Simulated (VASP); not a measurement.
Write the native input for VASP 6.6.1 that does the following.

| Property | Result |
| --- | --- |
| Task | single point |
| Functional | PBE |
| Dispersion | D3(BJ) |
| Potentials or basis | VASP PAW PBE potentials, release 64 (Mo_sv, S) |
| Cutoff | 520 eV |
| k mesh | 12 × 12 × 4 |
| Occupations | gaussian, width 0.05 eV |
| Spin | no spin polarisation |
| Dipole correction | no |
| Further INCAR settings | ALGO = Normal; EDIFF = 1e-06; NBANDS = 20 |

The structure of MoS2 lies in POSCAR:

```
MoS2
1.0
    3.1497239970      0.0000000000      0.0000000000
   -1.5748619985      2.7277409963      0.0000000000
    0.0000000000      0.0000000000      7.3122969262
Mo S
1 2
Direct
    0.0000000000      0.0000000000      0.0000000000
    0.3333333333      0.6666666667      0.2356692374
    0.3333333333      0.6666666667      0.7643307626
```

This cell differs from its parent crystal: strain +0.1000 x Voigt [0, 0, 1, 0, 0, 0].

The input as run:

INCAR

```
SYSTEM = MoS2
ALGO = Normal
EDIFF = 1E-6
ENCUT = 520
GGA = PE
ISIF = 2
ISMEAR = 0
IVDW = 12
LASPH = .True.
LCHARG = .False.
LREAL = .False.
LWAVE = .False.
NBANDS = 20
NELM = 80
PREC = Accurate
SIGMA = 0.05
```

KPOINTS

```
k-points
0
Gamma
  12 12 4
  0 0 0
```

Potentials or basis: VASP PAW PBE potentials, release 64 (Mo_sv, S).

Command:

```bash
$ cat potpaw_PBE.64/Mo_sv/POTCAR potpaw_PBE.64/S/POTCAR > POTCAR
$ mpirun -np 1 vasp_std > vasp.out
```

It gave:

```yaml
Pressure: -11.5 GPa
Largest_force: 2.343 eV/Å
Band_gap_on_the_k_mesh: 1.12 eV, indirect (least direct gap 1.91 eV)
Dispersion_energy_per_atom: -0.364 eV
```

Caveat: the cell differs from its parent crystal (strain +0.1000 x Voigt [0, 0, 1, 0, 0, 0]); forces of over 1 eV/Å act on the atoms, so gaps and moduli don't describe the material at rest.

Wall time 2.2 min on 1 thread of AMD EPYC 7R13 (shared host), peak memory 0.2 GiB.
